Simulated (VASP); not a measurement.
# ZrH (P4_2/mmc) in VASP: a series of runs, part 2 of 2

VASP 6.6.1. The steps go on from the part before.

## 3. Single point, r2SCAN (11.92 Å³/atom)

This run uses another cell than the first one, of 11.92 Å³/atom.

POSCAR

```
ZrH
1.0
    3.1250289855      0.0000000000      0.0000000000
    0.0000000000      3.1250289855      0.0000000000
    0.0000000000      0.0000000000      4.8827911455
Zr H
2 2
Direct
    0.0000000000      0.5000000000      0.0000000000
    0.5000000000      0.0000000000      0.5000000000
    0.0000000000      0.0000000000      0.7500000000
    0.0000000000      0.0000000000      0.2500000000
```

INCAR.step1

```
SYSTEM = ZrH
PREC = Accurate ; ENCUT = 520
ISMEAR = 0 ; SIGMA = 0.1
LREAL = .FALSE. ; LASPH = .TRUE.
NELM = 100 ; NBANDS = 21
GGA = PE ; ALGO = Normal
EDIFF = 1E-4 ; LWAVE = .TRUE.
LCHARG = .FALSE.
```

INCAR.step2

```
SYSTEM = ZrH
PREC = Accurate ; ENCUT = 520
EDIFF = 1E-6 ; ISMEAR = 0
SIGMA = 0.1 ; LREAL = .FALSE.
LASPH = .TRUE. ; NELM = 100
ALGO = Normal ; ISIF = 2
LWAVE = .FALSE. ; LCHARG = .FALSE.
METAGGA = R2SCAN ; LMIXTAU = .TRUE.
NBANDS = 21 ; ISTART = 1
```

KPOINTS

```
Automatic mesh
0
G
  14 14 8
  0 0 0
```

Potentials or basis: VASP PAW PBE potentials, release 64 (Zr_sv, H).

Command:

```bash
$ cat potpaw_PBE.64/Zr_sv/POTCAR potpaw_PBE.64/H/POTCAR > POTCAR
$ cp INCAR.step1 INCAR
$ mpirun -np 1 vasp_std > vasp.out
$ cp INCAR.step2 INCAR
$ mpirun -np 1 vasp_std > vasp.out
```

OUTCAR:

```text
SYSTEM = ZrH
   PREC = Accurate
   ENCUT = 520
   EDIFF = 1E-6
   ISMEAR = 0
   LREAL = .FALSE.
   LASPH = .TRUE.
   NELM = 100
   ISIF = 2
   METAGGA = R2SCAN
   ISTART = 1

 ion  position               nearest neighbor table
   1  0.000  0.500  0.000-   3 1.98   4 1.98   3 1.98   4 1.98   2 3.29   2 3.29   2 3.29   2 3.29
                             2 3.29   2 3.29   2 3.29   2 3.29
   2  0.500  0.000  0.500-   3 1.98   4 1.98   3 1.98   4 1.98   1 3.29   1 3.29   1 3.29   1 3.29
                             1 3.29   1 3.29   1 3.29   1 3.29
   3  0.000  0.000  0.750-   1 1.98   2 1.98   1 1.98   2 1.98
   4  0.000  0.000  0.250-   1 1.98   2 1.98   1 1.98   2 1.98

  LATTYP: Found a simple tetragonal cell.
 ALAT       =     3.1250289855
 C/A-ratio  =     1.5624786740

  Lattice vectors:

 A1 = (   3.1250289855,   0.0000000000,   0.0000000000)
 A2 = (   0.0000000000,   3.1250289855,   0.0000000000)
 A3 = (   0.0000000000,   0.0000000000,   4.8827911455)

Analysis of symmetry for initial positions (statically):
=====================================================================
 Subroutine PRICEL returns:
 Original cell was already a primitive cell.

[... 172 lines left out ...]
  free energy    TOTEN  =       -54.20980622 eV

  energy without entropy =      -54.20337577  energy(sigma->0) =      -54.20659099

 E-fermi :   9.2101     XC(G=0): -12.2867

 val. band max:        9.2090353978   @ k =   0.3571   0.0714   0.3750
 cond. band min:       9.2183432805   @ k =   0.0000   0.0000   0.0000
 fundamental gap:      0.0093078827
 Fermi energy:         9.2100524509

 k-point     1 :       0.0000    0.0000    0.0000
  band No.  band energies     occupation
      1     -41.2332      2.00000
      2     -41.0737      2.00000
      3     -19.0737      2.00000
      4     -18.3351      2.00000
      5     -18.3351      2.00000
      6     -18.1038      2.00000
[... 565 lines left out ...]
     20      16.6329      0.00000
     21      17.3882      0.00000

 [... further k-points ...]
[... 5 lines left out ...]
  --------------------------------------------------------------------------------------
  -------------------------------------------------------------------------------------
  Total        3.9213593      3.9213593      3.9107587      0.0000000      0.0000000      0.0000000
  in kB      131.7561716    131.7561716    131.3999979      0.0000000      0.0000000      0.0000000
  external PRESSURE =     131.6374471 kB  Pullay stress =       0.0000000 kB

 VOLUME and BASIS-vectors are now :
 -----------------------------------------------------------------------------
  energy-cutoff  :      520.00
  volume of cell :       47.68
      direct lattice vectors                 reciprocal lattice vectors
     3.125028986  0.000000000  0.000000000     0.319997032  0.000000000  0.000000000
     0.000000000  3.125028986  0.000000000     0.000000000  0.319997032  0.000000000
     0.000000000  0.000000000  4.882791145     0.000000000  0.000000000  0.204800896

 POSITION                                       TOTAL-FORCE (eV/Angst)
 -----------------------------------------------------------------------------------
      0.00000      1.56251      0.00000        -0.000000      0.000000      0.000000
      1.56251      0.00000      2.44140        -0.000000      0.000000      0.000000
      0.00000      0.00000      3.66209        -0.000000     -0.000000      0.000000
      0.00000      0.00000      1.22070         0.000000      0.000000     -0.000000
 -----------------------------------------------------------------------------------
    total drift:                                0.000000      0.000000     -0.000000

  FREE ENERGIE OF THE ION-ELECTRON SYSTEM (eV)
  ---------------------------------------------------
  free  energy   TOTEN  =       -54.2098062162 eV

  energy  without entropy=      -54.2033757705  energy(sigma->0) =      -54.20659099
```

It took 12 min on 1 thread of AMD EPYC 7R43 (Zen 3), shared host; peak memory 0.24 GiB.

What came out:

```yaml
Free_energy: -54.2098 eV
Pressure: 13.2 GPa
Band_gap_on_the_k_mesh: zero (bands 13 and 14 overlap by 1.13 eV)
```

Levels at points of the mesh, in eV from the Fermi level:
| k point | band 11 | band 12 | band 13 | band 14 | band 15 | band 16 |
| --- | --- | --- | --- | --- | --- | --- |
| (0.00, 0.00, 0.00) | -3.41 | -3.29 | 0.01 | 1.00 | 1.00 | 2.56 |
| (0.50, 0.00, 0.00) | -2.04 | -0.99 | -0.60 | -0.27 | 2.11 | 2.35 |
| (0.50, 0.50, 0.00) | -3.37 | -3.37 | -2.27 | 3.44 | 4.60 | 5.07 |
| (0.00, 0.00, 0.50) | -2.03 | -2.03 | -0.08 | -0.08 | 2.32 | 2.32 |
| (0.50, 0.00, 0.50) | -3.15 | -0.18 | 0.27 | 0.65 | 0.96 | 1.44 |
| (0.50, 0.50, 0.50) | -2.36 | -2.36 | -0.41 | -0.41 | 1.89 | 1.89 |

Caveat: the cell stands under pressure; the PAW data sets were made with another functional, which shifts forces and pressure a little.

## 4. Single point, r2SCAN (12.31 Å³/atom)

This run uses another cell than the first one, of 12.31 Å³/atom.

POSCAR

```
ZrH
1.0
    3.1649756464      0.0000000000      0.0000000000
    0.0000000000      3.1649756464      0.0000000000
    0.0000000000      0.0000000000      4.9172463227
Zr H
2 2
Direct
    0.0000000000      0.5000000000      0.0000000000
    0.5000000000      0.0000000000      0.5000000000
    0.0000000000      0.0000000000      0.7500000000
    0.0000000000      0.0000000000      0.2500000000
```

INCAR.step1

```
SYSTEM = ZrH
  PREC = Accurate
  ENCUT = 520
  ISMEAR = 0
  SIGMA = 0.1
  LREAL = .FALSE.
  LASPH = .TRUE.
  NELM = 100
  NBANDS = 21
  GGA = PE
  ALGO = Normal
  EDIFF = 1E-4
  LWAVE = .TRUE.
  LCHARG = .FALSE.
```

INCAR.step2

```
SYSTEM = ZrH
  PREC = Accurate
  ENCUT = 520
  EDIFF = 1E-6
  ISMEAR = 0
  SIGMA = 0.1
  LREAL = .FALSE.
  LASPH = .TRUE.
  NELM = 100
  ALGO = Normal
  ISIF = 2
  LWAVE = .FALSE.
  LCHARG = .FALSE.
  METAGGA = R2SCAN
  LMIXTAU = .TRUE.
  NBANDS = 21
  ISTART = 1
```

KPOINTS

```
regular mesh
0
G
  14 14 8
  0 0 0
```

Command:

```bash
$ cat potpaw_PBE.64/Zr_sv/POTCAR potpaw_PBE.64/H/POTCAR > POTCAR
$ cp INCAR.step1 INCAR
$ mpirun -np 1 vasp_std > vasp.out
$ cp INCAR.step2 INCAR
$ mpirun -np 1 vasp_std > vasp.out
```

It took 11 min on 1 thread of AMD EPYC 7R43 (Zen 3), shared host; peak memory 0.24 GiB.

Results (log left out):

```
Free energy            : -54.3148 eV
Pressure               : 8.1 GPa
Band gap on the k mesh : zero (bands 13 and 14 overlap by 1.13 eV)
```

Levels at points of the mesh, in eV from the Fermi level:
```
           k point  band 11  band 12  band 13  band 14  band 15  band 16
(0.00, 0.00, 0.00)    -3.30    -3.21     0.05     0.95     0.95     2.53
(0.50, 0.00, 0.00)    -2.08    -0.95    -0.59    -0.25     2.04     2.27
(0.50, 0.50, 0.00)    -3.24    -3.24    -2.17     3.22     4.47     4.89
(0.00, 0.00, 0.50)    -1.97    -1.97    -0.03    -0.03     2.22     2.22
(0.50, 0.00, 0.50)    -3.07    -0.14     0.30     0.53     0.91     1.37
(0.50, 0.50, 0.50)    -2.25    -2.25    -0.41    -0.41     1.85     1.85
```

Caveat: the cell stands under pressure; the PAW data sets were made with another functional, which shifts forces and pressure a little.

## 5. Single point, r2SCAN (12.71 Å³/atom)

This run uses another cell than the first one, of 12.71 Å³/atom.

POSCAR

```
ZrH
1.0
    3.2043244668      0.0000000000      0.0000000000
    0.0000000000      3.2043244668      0.0000000000
    0.0000000000      0.0000000000      4.9503239292
Zr H
2 2
Direct
    0.0000000000      0.5000000000      0.0000000000
    0.5000000000      0.0000000000      0.5000000000
    0.0000000000      0.0000000000      0.7500000000
    0.0000000000      0.0000000000      0.2500000000
```

INCAR.step1

```
SYSTEM = ZrH
PREC = Accurate
ENCUT = 520
ISMEAR = 0
SIGMA = 0.1
LREAL = .FALSE.
LASPH = .TRUE.
NELM = 60
NBANDS = 21
GGA = PE
ALGO = Normal
EDIFF = 1E-4
LWAVE = .TRUE.
LCHARG = .FALSE.
```

INCAR.step2

```
SYSTEM = ZrH
PREC = Accurate
ENCUT = 520
EDIFF = 1E-6
ISMEAR = 0
SIGMA = 0.1
LREAL = .FALSE.
LASPH = .TRUE.
NELM = 60
ALGO = Normal
ISIF = 2
LWAVE = .FALSE.
LCHARG = .FALSE.
METAGGA = R2SCAN
LMIXTAU = .TRUE.
NBANDS = 21
ISTART = 1
```

KPOINTS

```
Automatic mesh
0
G
  14 14 8
  0 0 0
```

Command:

```bash
$ cat potpaw_PBE.64/Zr_sv/POTCAR potpaw_PBE.64/H/POTCAR > POTCAR
$ cp INCAR.step1 INCAR
$ mpirun -np 1 vasp_std > vasp.out
$ cp INCAR.step2 INCAR
$ mpirun -np 1 vasp_std > vasp.out
```

Wall time 11 min (1 thread of AMD EPYC 7R43 (Zen 3), shared host); peak memory 0.24 GiB.

Results (log left out):

```yaml
Free_energy: -54.3737 eV
Pressure: 3.7 GPa
Band_gap_on_the_k_mesh: zero (bands 13 and 14 overlap by 1.14 eV)
```

Levels at points of the mesh, in eV from the Fermi level:
```
           k point  band 11  band 12  band 13  band 14  band 15  band 16
(0.00, 0.00, 0.00)    -3.20    -3.14     0.08     0.90     0.90     2.49
(0.50, 0.00, 0.00)    -2.12    -0.90    -0.58    -0.23     1.97     2.19
(0.50, 0.50, 0.00)    -3.12    -3.12    -2.08     3.01     4.34     4.72
(0.00, 0.00, 0.50)    -1.91    -1.91     0.01     0.01     2.12     2.12
(0.50, 0.00, 0.50)    -3.00    -0.10     0.33     0.42     0.86     1.31
(0.50, 0.50, 0.50)    -2.15    -2.15    -0.41    -0.41     1.81     1.81
```

Caveat: the cell stands under pressure; the PAW data sets were made with another functional, which shifts forces and pressure a little.

## 6. The runs side by side

```tsv
cell	gap on the mesh (eV)	pressure (GPa)
a = 3.084, b = 3.084, c = 4.848 Å, 4 atoms	none	19.0
a = 3.125, b = 3.125, c = 4.883 Å, 4 atoms	none	13.2
a = 3.165, b = 3.165, c = 4.917 Å, 4 atoms	none	8.1
a = 3.204, b = 3.204, c = 4.950 Å, 4 atoms	none	3.7
```

Alike in all rows: task single point; level r2SCAN; potentials or basis VASP PAW PBE potentials, release 64 (Zr_sv, H); no spin polarisation; k mesh 14 × 14 × 8; cutoff (eV) 520; smearing gaussian 0.1 eV.

Caveats: the cell stands under pressure; the PAW data sets were made with another functional, which shifts forces and pressure a little.

Total energies depend on the potentials used, so only differences within one code and one set of settings carry meaning.

The gap in the log of VASP goes by the Fermi energy; the results here count the filled bands.